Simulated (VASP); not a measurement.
Here is a VASP 6.6.1 calculation.

POSCAR

```
MnS
1.0
    0.0000000000      2.6387736672      2.6387736672
    2.6387736672      0.0000000000      2.6387736672
    2.6387736672      2.6387736672      0.0000000000
Mn S
1 1
Direct
    0.0000000000      0.0000000000      0.0000000000
    0.5000000000      0.5000000000      0.5000000000
```

The input INCAR.step1:

```
PREC = Accurate
ENCUT = 520
ISMEAR = -1
SIGMA = 0.05
LREAL = F
LASPH = T
NELM = 150
ISPIN = 2
MAGMOM = 4 0
LMAXMIX = 4
NBANDS = 20
GGA = PE
ALGO = Normal
EDIFF = 1E-4
LWAVE = T
LCHARG = F
```

INCAR.step2

```
PREC = Accurate
ENCUT = 520
EDIFF = 1E-7
ISMEAR = -1
SIGMA = 0.05
LREAL = F
LASPH = T
NELM = 150
ALGO = Normal
ISIF = 2
LWAVE = F
LCHARG = T
ISPIN = 2
MAGMOM = 4 0
LORBIT = 11
LMAXMIX = 4
METAGGA = R2SCAN
LMIXTAU = T
IVDW = 12
VDW_S6 = 1.0
VDW_S8 = 0.78981345
VDW_A1 = 0.49484001
VDW_A2 = 5.73083694
LELF = T
LVHAR = T
NBANDS = 20
ISTART = 1
```

Contents of KPOINTS:

```
regular mesh
0
Gamma
  9 9 9
```

Potentials or basis: VASP PAW PBE potentials, release 64 (Mn_pv, S).

The run is started by

```sh
$ cat potpaw_PBE.64/Mn_pv/POTCAR potpaw_PBE.64/S/POTCAR > POTCAR
$ cp INCAR.step1 INCAR
$ mpirun -np 1 vasp_std > vasp.out
$ cp INCAR.step2 INCAR
$ mpirun -np 1 vasp_std > vasp.out
```

Predict the net moment.

4.99 μB per cell.

What does it give for the dispersion energy per atom?

-0.184 eV.

What does it give for the pressure?

-4.2 GPa.

Caveat: the PAW data sets were made with another functional, which shifts forces and pressure a little; a cell with one magnetic atom can't hold antiferromagnetic order, which such compounds often take.
